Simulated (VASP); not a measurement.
Set up this calculation in VASP 6.6.1, as the native input.

| Item | Value |
| --- | --- |
| Task | single point |
| Functional | PBEsol |
| Potentials or basis | VASP PAW PBE potentials, release 64 (Ba_sv) |
| Cutoff | 520 eV |
| k mesh | 10 × 10 × 6 |
| Occupations | fermi-dirac, width 0.08 eV |
| Spin | no spin polarisation |
| Dipole correction | no |
| Further INCAR settings | ALGO = Normal; EDIFF = 1e-06; NBANDS = 17 |

The structure of Ba lies in POSCAR:

```
Ba
1.0
    3.9317598342      0.0000000000      0.0000000000
   -1.9658799171      3.4050038980      0.0000000000
    0.0000000000      0.0000000000      6.0724230734
Ba
2
Direct
    0.3333333333      0.6666666667      0.2500000000
    0.6666666667      0.3333333333      0.7500000000
```

This isn't the form of Ba at room conditions, which is bcc.

One way to write it, as run:

INCAR

```
ALGO = Normal ; EDIFF = 1E-6
ENCUT = 520 ; GGA = PS
ISIF = 2 ; ISMEAR = -1
LASPH = T ; LCHARG = T
LELF = T ; LREAL = F
LVHAR = T ; LWAVE = F
NBANDS = 17 ; NELM = 80
PREC = Accurate ; SIGMA = 0.08
```

KPOINTS

```
k-points
0
Gamma
  10 10 6
```

Potentials or basis: VASP PAW PBE potentials, release 64 (Ba_sv).

The run is started by

```sh
$ cat potpaw_PBE.64/Ba_sv/POTCAR > POTCAR
$ mpirun -np 1 vasp_std > vasp.out
```

Results of the run:

```
Pressure               : 4.7 GPa
Band gap on the k mesh : zero (bands 10 and 11 overlap by 0.85 eV)
```

Caveat: the cell stands under pressure; the PAW data sets were made with another functional, which shifts forces and pressure a little; spin-orbit coupling is left out, which moves the levels of the heavy elements.

Run time: 29 s on 1 thread of Intel(R) Xeon(R) 6975P-C (Granite Rapids) (shared host), peak memory 0.22 GiB.
